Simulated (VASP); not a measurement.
**Si4BW: relaxation of cell and atoms with PBE**

Crystal: Si4BW.

```
Si B W
1.0
     4.23809    0.00000    0.00000
     0.00000    4.23809    0.00000
     0.00000    0.00000    5.97627
Si B W
4 1 1
Direct
  0.50000 0.00000 0.74904
  0.00000 0.50000 0.25096
  0.50000 0.00000 0.25096
  0.00000 0.50000 0.74904
  0.50000 0.50000 0.50000
  0.00000 0.00000 0.00000
```

The cell was generated, and may not be a known phase.

- Program: VASP 6.6.1
- Task: relaxation of cell and atoms
- Functional: PBE
- Potentials or basis: VASP PAW PBE potentials, release 64 (Si, B, W_sv)
- Cutoff: 600 eV
- k mesh: 4 × 4 × 4
- Occupations: gaussian, width 0.1 eV
- Spin: no spin polarisation
- Dipole correction: no
- Further INCAR settings: ALGO = Normal; EDIFF = 1e-07; IBRION = 2; EDIFFG = -0.04; NSW = 90; ISIF = 3

```json
{
  "Relaxed volume": "13.88 Å³/atom",
  "Relaxed cell": "a = 3.735 Å, b = 3.735 Å, c = 5.970 Å, α = 90.00°, β = 90.00°, γ = 90.00°",
  "Space group after relaxing (to 0.1 Å)": "P4/mmm (No. 123)",
  "Energy gained by relaxing": "313.4 meV/atom",
  "Ionic steps": "18",
  "Pressure after relaxing": "0.1 GPa",
  "Largest force after relaxing": "0.008 eV/Å",
  "Band gap on the k mesh": "zero (an odd number of electrons rules out a gap without spin polarisation)"
}
```

Forces on the atoms (eV/Å):
```
Si   0.000  0.000 -0.008
Si   0.000  0.000  0.008
Si   0.000  0.000  0.008
Si   0.000  0.000 -0.008
B    0.000  0.000  0.000
W    0.000  0.000  0.000
```

Stress tensor (GPa, compression positive):
```
0.06 0.00 0.00
0.00 0.06 0.00
0.00 0.00 0.18
```

Step by step:
```
step  energy change (eV)  largest force (eV/Å)  pressure (GPa)  volume (Å³)
   1              0.0000                0.5891          -16.57       107.34
   2             -1.0654                2.1422           14.61        81.07
   3             -1.3107                1.6649            1.48        87.56
   4             -1.6240                0.3947            2.90        85.10
   5             -1.6263                0.2544            3.17        84.88
   6             -1.6799                0.0139           -3.03        87.99
   7             -1.6821                0.0465           -2.08        87.47
   8             -1.7298                0.1382           -1.45        86.58
   9             -1.8407                0.4724            0.84        83.71
  10             -1.3590                0.0696           10.96        77.06
  11             -1.8594                0.3949            1.33        83.10
  12             -1.8615                0.3629            2.11        82.39
  13             -1.8642                0.0070           -0.27        82.98
  14             -1.8706                0.1609            0.80        82.71
  15             -1.8775                0.0970            0.22        83.12
  16             -1.8799                0.0188           -0.41        83.57
  17             -1.8800                0.0290           -0.34        83.52
  18             -1.8803                0.0076            0.10        83.30
```

Final structure:
```yaml
crystal:
  lattice:
    - [3.73542, 0.00000, 0.00000]
    - [0.00000, 3.73542, 0.00000]
    - [0.00000, 0.00000, 5.96960]
  atoms:
    - { symbol: Si, position: [0.50000, 0.00000, 0.71334] }
    - { symbol: Si, position: [0.00000, 0.50000, 0.28666] }
    - { symbol: Si, position: [0.50000, 0.00000, 0.28666] }
    - { symbol: Si, position: [0.00000, 0.50000, 0.71334] }
    - { symbol: B, position: [0.50000, 0.50000, 0.50000] }
    - { symbol: W, position: [0.00000, 0.00000, 0.00000] }
```

Levels at points of the mesh, in eV from the Fermi level:
| k point | band 14 | band 15 | band 16 | band 17 | band 18 | band 19 |
| --- | --- | --- | --- | --- | --- | --- |
| (0.00, 0.00, 0.00) | -3.26 | -0.94 | -0.80 | 0.00 | 0.32 | 1.30 |
| (0.50, 0.00, 0.00) | -2.57 | -1.89 | -1.49 | -0.89 | 0.36 | 0.39 |
| (0.50, 0.50, 0.00) | -3.94 | -3.62 | 0.10 | 0.19 | 0.89 | 0.89 |
| (0.00, 0.00, 0.50) | -2.35 | -2.32 | -1.95 | -1.95 | -1.37 | 0.04 |
| (0.50, 0.00, 0.50) | -2.23 | -2.21 | -1.71 | 0.08 | 0.35 | 0.60 |
| (0.50, 0.50, 0.50) | -4.43 | -1.64 | 0.20 | 0.69 | 0.86 | 1.17 |

It took 8.6 min on 1 thread of Intel(R) Xeon(R) 6975P-C (Granite Rapids), on a shared host, peak memory 0.27 GiB.

Caveat: the k points lie up to 0.42 Å⁻¹ apart in the final cell, too coarse for converged energies and pressures of a metal; the volume moved by over 15 % at a fixed basis, so the end points are rough; spin-orbit coupling is left out, which moves the levels of the heavy elements.
